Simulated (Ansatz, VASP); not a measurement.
**One calculation of Bi, two programs**

```
CELL_PARAMETERS angstrom
-4.04461 4.04461 1.46633
4.04461 -4.04461 1.46633
4.04461 4.04461 -1.46633
ATOMIC_POSITIONS crystal
Bi 0.00000 0.00000 0.00000
```

Change from the starting cell: strain -0.050 along x and y, +0.025 along z, atoms carried along.

Alike in both runs: task single point; functional LDA; k mesh 10 × 10 × 10; occupations gaussian, width 0.05 eV; no spin polarisation.

```csv
,VASP,Ansatz
version,VASP 6.6.1,Ansatz 0.2.0
potentials or method,"VASP PAW LDA potentials, release 64 (Bi_d), cutoff 520 eV","scalar-relativistic, plane waves, PAW"
valence electrons in the cell,15,15
```

VASP gave:

* gap on the k mesh at the Fermi level (eV): none
* pressure (GPa): -1.1
* traceless stress, the component that is largest in VASP (GPa): -1.38

Question: What did Ansatz give for the same quantities?

Answer: gap on the k mesh at the Fermi level (eV): none; pressure (GPa): -1.1; traceless stress, the component that is largest in VASP (GPa): -1.35.

LDA's correlation is that of Perdew and Zunger in VASP and of Perdew and Wang (1992) in Ansatz. A gap of «none» marks a metal or a gap that the smearing closes.

Spin-orbit coupling is off throughout.
